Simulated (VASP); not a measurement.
# S (P1) in VASP: single point with PBE

Aim: the single point of S with PBE.

Program: VASP 6.6.1. These are calculated values, not measurements. Logs are shortened: lines on timing, memory, paths and dates and some standing lists are left out, and cuts for length are marked.

## 1. The cell of the first run

The typed cell holds 4 atoms: a = 5.214 Å, b = 5.303 Å, c = 5.436 Å, α = 73.57°, β = 88.28°, γ = 90.12°.

The cell was generated, and may not be a known phase.

## 2. Single point, PBE

Contents of INCAR:

```
PREC = Accurate
ENCUT = 500
EDIFF = 1E-6
ISMEAR = 0
SIGMA = 0.1
LREAL = False
LASPH = True
NELM = 120
ALGO = Normal
ISIF = 2
LWAVE = False
LCHARG = False
GGA = PE
NBANDS = 20
GGA_COMPAT = False
```

Contents of KPOINTS:

```
Automatic mesh
0
Gamma
  4 4 4
```

Contents of POSCAR:

```
S
1.0
    5.1639066806     -0.0464134044     -0.7167039351
    0.0891467847      5.2888939735      0.3794818625
    0.9017769567      1.1513086647      5.2359838468
S
4
Direct
    0.2844490754      0.2999709259      0.4194434665
    0.7805138523      0.8552324398      0.5013570143
    0.0305179725      0.1051463493      0.2456544680
    0.5161858754      1.0491051899      0.6757349003
```

Potentials or basis: VASP PAW PBE potentials, release 64 (S).

The run is started by

```console
cat potpaw_PBE.64/S/POTCAR > POTCAR
mpirun -np 1 vasp_std > vasp.out
```

OUTCAR:

```text
PREC = Accurate
   ENCUT = 500
   EDIFF = 1E-6
   ISMEAR = 0
   LREAL = False
   LASPH = True
   NELM = 120
   ISIF = 2
   GGA = PE

 ion  position               nearest neighbor table
   1  0.284  0.300  0.419-   4 2.06   3 2.08
   2  0.781  0.855  0.501-   3 2.06   4 2.08
   3  0.031  0.105  0.246-   2 2.06   1 2.08
   4  0.516  0.049  0.676-   1 2.06   2 2.08

  LATTYP: Found a triclinic cell.
 ALAT       =     6.4316087807
 B/A-ratio  =     0.8245588388
 C/A-ratio  =     0.8106233230
 COS(alpha) =     0.0020653900
 COS(beta)  =     0.0270700841
 COS(gamma) =     0.5854239201

  Lattice vectors:

 A1 = (   0.8126301720,  -4.1375853088,   4.8565019843)
 A2 = (  -0.0891467847,  -5.2888939735,  -0.3794818625)
 A3 = (   5.1639066806,  -0.0464134044,  -0.7167039351)

Analysis of symmetry for initial positions (statically):
=====================================================================
 Subroutine PRICEL returns:
 Original cell was already a primitive cell.

 Routine SETGRP: Setting up the symmetry group for a
 triclinic supercell.

 Subroutine GETGRP returns: Found  1 space group operations
 (whereof  1 operations were pure point group operations)
 out of a pool of  2 trial point group operations.

The static configuration has the point symmetry C_1 .

Analysis of symmetry for dynamics (positions and initial velocities):
=====================================================================
 Subroutine PRICEL returns:
 Original cell was already a primitive cell.

 Routine SETGRP: Setting up the symmetry group for a
 triclinic supercell.

 Subroutine GETGRP returns: Found  1 space group operations
 (whereof  1 operations were pure point group operations)
 out of a pool of  2 trial point group operations.

The dynamic configuration has the point symmetry C_1 .

 Subroutine INISYM returns: Found  1 space group operations
 (whereof  1 operations are pure point group operations),
 and found     1 'primitive' translations

----------------------------------------------------------------------------------------

                                     Primitive cell

  volume of cell :     144.0962

  direct lattice vectors                    reciprocal lattice vectors
     5.163906681 -0.046413404 -0.716703935     0.189149112 -0.000864444 -0.032386477
     0.089146785  5.288893973  0.379481862    -0.004039855  0.192124739 -0.041549370
     0.901776957  1.151308665  5.235983847     0.026183611 -0.014042710  0.189564320

  length of vectors
     5.213612082  5.303239868  5.436381164     0.191903668  0.196607695  0.191878635

  position of ions in fractional coordinates (direct lattice)
     0.284449075  0.299970926  0.419443466
     0.780513852  0.855232440  0.501357014
     0.030517973  0.105146349  0.245654468
     0.516185875  0.049105190  0.675734900

  ion indices of the primitive-cell ions
   primitive index   ion index
                 1           1
                 2           2
                 3           3
                 4           4

----------------------------------------------------------------------------------------

 KPOINTS: Automatic mesh

Automatic generation of k-mesh.
 Grid dimensions read from file:
 generate k-points for:    4    4    4

 Generating k-lattice:

  Cartesian coordinates                     Fractional coordinates (reciprocal lattice)
     0.047287278 -0.000216111 -0.008096619     0.250000000 -0.000000000 -0.000000000
    -0.001009964  0.048031185 -0.010387342     0.000000000  0.250000000  0.000000000
     0.006545903 -0.003510678  0.047391080    -0.000000000 -0.000000000  0.250000000

  Length of vectors
     0.047975917  0.049151924  0.047969659

  Shift w.r.t. Gamma in fractional coordinates (k-lattice)
     0.000000000  0.000000000  0.000000000

 Subroutine IBZKPT returns following result:
 ===========================================

 Found     36 irreducible k-points:

 Following reciprocal coordinates:
            Coordinates               Weight
  0.000000  0.000000  0.000000      1.000000
  0.250000  0.000000 -0.000000      2.000000
  0.500000  0.000000 -0.000000      1.000000
  0.000000  0.250000  0.000000      2.000000
  0.250000  0.250000 -0.000000      2.000000
  0.500000  0.250000 -0.000000      2.000000
[... 16 lines left out ...]
 -0.000000 -0.250000  0.250000      2.000000
  0.250000 -0.250000  0.250000      2.000000
 [... further k-points ...]
   k-points           NKPTS =     36   k-points in BZ     NKDIM =     36   number of bands    NBANDS=     20
   number of dos      NEDOS =    301   number of ions     NIONS =      4
   total plane-waves  NPLWV =  64000
   dimension x,y,z NGX =    40 NGY =   40 NGZ =   40
   dimension x,y,z NGXF=    80 NGYF=   80 NGZF=   80
   ions per type =               4
   NGX,Y,Z   is equivalent  to a cutoff of  12.75, 12.54, 12.23 a.u.
   NGXF,Y,Z  is equivalent  to a cutoff of  25.51, 25.08, 24.46 a.u.
 SYSTEM =  unknown system
   PREC   = accura    normal or accurate (medium, high low for compatibility)
   ISTART =      0    job   : 0-new  1-cont  2-samecut
   ICHARG =      2    charge: 1-file 2-atom 10-const
   ISPIN  =      1    spin polarized calculation?
   LNONCOLLINEAR =      F non collinear calculations
   LSORBIT =      F    spin-orbit coupling
   LASPH  =      T    aspherical Exc in radial PAW
   ENCUT  =  500.0 eV  36.75 Ry    6.06 a.u.   9.51  9.67  9.91*2*pi/ulx,y,z
   NELM   =    120;   NELMIN=  2; NELMDL= -5     # of ELM steps
   EDIFF  = 0.1E-05   stopping-criterion for ELM
   LREAL  =      F    real-space projection
   EDIFFG = 0.1E-04   stopping-criterion for IOM
   NSW    =      0    number of steps for IOM
[... 5 lines left out ...]
   TEBEG  =    0.0;   TEEND  =   0.0 temperature during run
   PSTRESS=    0.0 pullay stress
   NELECT =      24.0000    total number of electrons
   NUPDOWN=      -1.0000    fix difference up-down
   EMIN   =  10.00;   EMAX   =-10.00  energy-range for DOS
   EFERMI =   0.00;   METHOD = LEGACY
   ISMEAR =     0;   SIGMA  =   0.10  broadening in eV -4-tet -1-fermi 0-gaus
   EFERMI_NEDOS =   21; number of points for ismear=-14 and -15
   IALGO  =     38    algorithm
   IMIX   =      4    mixing-type and parameters
     AMIX     =   0.40;   BMIX     =  1.00
     AMIX_MAG =   1.60;   BMIX_MAG =  1.00
  volume/ion in A,a.u.               =      36.02       243.10
  Fermi-wavevector in a.u.,A,eV,Ry     =   0.900730  1.702132 11.038594  0.811314
  Thomas-Fermi vector in A             =   2.023723
   LORBIT       =      0    0 simple, 1 ext, 2 COOP (PROOUT), +10 PAW based schemes
   GGA     = PE    functional components
   LHFCALC =     F    Hartree Fock is set to
   AEXX    =    0.0000 exact exchange contribution
   IVDW    =     0    specifies the selected vdW correction
   LEPSILON=     F    determine dielectric tensor
   LRPA    =     F    only Hartree local field effects (RPA)
 non-spin polarized calculation
 Gauss-broadening in eV      SIGMA  =   0.10
  energy-cutoff  :      500.00
  volume of cell :      144.10
 maximum number of plane-waves:      3677
 NGX is ok and might be reduce to    40
   NGX = 19   NGY = 19   NGZ = 19

 number of electron      23.9999998 magnetization

 Free energy of the ion-electron system (eV)
  ---------------------------------------------------
  ext. energy  EPLUGINS =         0.00000000
  ---------------------------------------------------
  free energy    TOTEN  =       -16.39917451 eV

  energy without entropy =      -16.39917451  energy(sigma->0) =      -16.39917451

 E-fermi :   0.3678     XC(G=0):  -6.6574

 val. band max:       -0.0927750837   @ k =   0.0000   0.0000   0.0000
 cond. band min:       1.6073907019   @ k =   0.0000   0.0000   0.0000
 fundamental gap:      1.7001657856
 Fermi energy:         0.3677723301

 k-point     1 :       0.0000    0.0000    0.0000
  band No.  band energies     occupation
      1     -16.3710      2.00000
      2     -13.5966      2.00000
      3     -13.4362      2.00000
      4      -8.5637      2.00000
      5      -6.9321      2.00000
      6      -4.3541      2.00000
[... 12 lines left out ...]
     19       7.6067      0.00000
     20       7.8261      0.00000

 k-point     2 :       0.2500    0.0000   -0.0000
  band No.  band energies     occupation
      1     -16.1694      2.00000
      2     -14.6731      2.00000
      3     -12.2069      2.00000
      4      -9.4416      2.00000
      5      -6.1041      2.00000
      6      -4.5250      2.00000
[... 12 lines left out ...]
     19       7.3404      0.00000
     20       8.0070      0.00000

 k-point     3 :       0.5000    0.0000   -0.0000
  band No.  band energies     occupation
      1     -15.5887      2.00000
      2     -15.5797      2.00000
      3     -10.8274      2.00000
      4     -10.8129      2.00000
      5      -4.9035      2.00000
      6      -4.8736      2.00000
[... 12 lines left out ...]
     19       6.8578      0.00000
     20       6.8859      0.00000

 k-point     4 :       0.0000    0.2500    0.0000
  band No.  band energies     occupation
      1     -16.3538      2.00000
      2     -13.6173      2.00000
      3     -13.4447      2.00000
      4      -8.5426      2.00000
      5      -6.9576      2.00000
      6      -4.5863      2.00000
[... 12 lines left out ...]
     19       7.7114      0.00000
     20       7.9567      0.00000

 k-point     5 :       0.2500    0.2500   -0.0000
  band No.  band energies     occupation
      1     -16.1538      2.00000
      2     -14.6745      2.00000
      3     -12.2348      2.00000
      4      -9.4555      2.00000
      5      -6.0894      2.00000
      6      -4.7108      2.00000
[... 12 lines left out ...]
     19       7.0505      0.00000
     20       7.5943      0.00000

 k-point     6 :       0.5000    0.2500   -0.0000
  band No.  band energies     occupation
      1     -15.5790      2.00000
      2     -15.5704      2.00000
      3     -10.8597      2.00000
      4     -10.8447      2.00000
      5      -4.8806      2.00000
      6      -4.8503      2.00000
[... 12 lines left out ...]
     19       7.1009      0.00000
     20       7.1256      0.00000

 k-point     7 :      -0.2500    0.2500    0.0000
  band No.  band energies     occupation
      1     -16.1543      2.00000
      2     -14.6735      2.00000
      3     -12.2346      2.00000
      4      -9.4580      2.00000
      5      -6.0880      2.00000
      6      -4.7066      2.00000
[... 12 lines left out ...]
     19       7.0213      0.00000
     20       7.6126      0.00000
[... 277 lines left out ...]
 k-point    20 :       0.2500    0.5000    0.2500
  band No.  band energies     occupation
      1     -16.1298      2.00000
      2     -14.6742      2.00000
      3     -12.2794      2.00000
      4      -9.4780      2.00000
      5      -6.0473      2.00000
      6      -4.9148      2.00000
[... 12 lines left out ...]
     19       6.9552      0.00000
     20       7.4864      0.00000

 k-point    21 :       0.5000    0.5000    0.2500
  band No.  band energies     occupation
      1     -15.5623      2.00000
      2     -15.5563      2.00000
      3     -10.9062      2.00000
      4     -10.8963      2.00000
      5      -4.8562      2.00000
      6      -4.8273      2.00000
[... 12 lines left out ...]
     19       7.1565      0.00000
     20       7.3069      0.00000

 k-point    22 :      -0.2500    0.5000    0.2500
  band No.  band energies     occupation
      1     -16.1273      2.00000
      2     -14.6792      2.00000
      3     -12.2815      2.00000
      4      -9.4631      2.00000
      5      -6.0516      2.00000
      6      -4.9168      2.00000
[... 12 lines left out ...]
     19       6.9967      0.00000
     20       7.4276      0.00000

 k-point    23 :      -0.0000   -0.2500    0.2500
  band No.  band energies     occupation
      1     -16.3400      2.00000
      2     -13.6297      2.00000
      3     -13.4584      2.00000
      4      -8.5167      2.00000
      5      -6.9784      2.00000
      6      -4.6125      2.00000
[... 12 lines left out ...]
     19       7.6035      0.00000
     20       7.6593      0.00000

 k-point    24 :       0.2500   -0.2500    0.2500
  band No.  band energies     occupation
      1     -16.1432      2.00000
      2     -14.6723      2.00000
      3     -12.2574      2.00000
      4      -9.4746      2.00000
      5      -6.0725      2.00000
      6      -4.7972      2.00000
[... 12 lines left out ...]
     19       6.7450      0.00000
     20       7.7006      0.00000

 [... further k-points ...]

------------------------ aborting loop because EDIFF is reached ----------------------------------------

  FORCE on cell =-STRESS in cart. coord.  units (eV):
  Direction    XX          YY          ZZ          XY          YZ          ZX
  --------------------------------------------------------------------------------------
  -------------------------------------------------------------------------------------
  Total       -0.3912571     -0.2340005     -0.2739691     -0.0002018      0.0899600      0.0214483
  in kB       -4.3503122     -2.6018059     -3.0462090     -0.0022434      1.0002477      0.2384793
  external PRESSURE =      -3.3327757 kB  Pullay stress =       0.0000000 kB

 VOLUME and BASIS-vectors are now :
 -----------------------------------------------------------------------------
  energy-cutoff  :      500.00
  volume of cell :      144.10
      direct lattice vectors                 reciprocal lattice vectors
     5.163906681 -0.046413404 -0.716703935     0.189149112 -0.000864444 -0.032386477
     0.089146785  5.288893973  0.379481862    -0.004039855  0.192124739 -0.041549370
     0.901776957  1.151308665  5.235983847     0.026183611 -0.014042710  0.189564320

 POSITION                                       TOTAL-FORCE (eV/Angst)
 -----------------------------------------------------------------------------------
      1.87385      2.05622      2.10617        -0.004507     -0.120420      0.027208
      4.55885      5.06422      2.39025         0.003715      0.101345     -0.016008
      0.38849      0.83752      1.30427         0.007585      0.007502      0.103480
      3.27928      1.01373      3.18682        -0.006792      0.011573     -0.114680
 -----------------------------------------------------------------------------------
    total drift:                               -0.000102      0.000102     -0.000076

  FREE ENERGIE OF THE ION-ELECTRON SYSTEM (eV)
  ---------------------------------------------------
  free  energy   TOTEN  =       -16.3991745066 eV

  energy  without entropy=      -16.3991745066  energy(sigma->0) =      -16.39917451
```

Run time: 33 s. Hardware: 1 thread of Intel Xeon 6975P-C (Granite Rapids), shared host; peak memory 0.25 GiB.

What came out:

```
Free energy            : -16.3992 eV
Pressure               : -0.3 GPa
Largest force          : 0.124 eV/Å
Band gap on the k mesh : 1.70 eV
```

Forces on the atoms (eV/Å):
```
S   -0.005 -0.120  0.027
S    0.004  0.101 -0.016
S    0.008  0.008  0.103
S   -0.007  0.012 -0.115
```

Levels at points of the mesh, in eV from the valence-band top:
```tsv
k point	band 10	band 11	band 12	band 13	band 14	band 15
(0.00, 0.00, 0.00)	-1.58	-1.22	0.00	1.70	2.38	2.44
(0.50, 0.00, 0.00)	-1.90	-1.41	-1.40	3.40	3.43	3.64
(0.00, 0.50, 0.00)	-1.37	-1.17	-0.10	2.06	2.28	2.98
(0.50, 0.50, 0.00)	-1.50	-1.34	-1.34	3.23	3.28	3.62
(0.00, 0.00, 0.50)	-1.41	-1.19	-0.10	2.09	2.24	2.94
(0.50, 0.00, 0.50)	-1.55	-1.37	-1.34	3.20	3.26	3.60
(0.00, 0.50, 0.50)	-1.34	-1.12	-0.43	2.74	2.84	2.88
(0.50, 0.50, 0.50)	-1.53	-1.13	-1.11	2.95	3.00	3.70
```

A k mesh can miss the band edges.
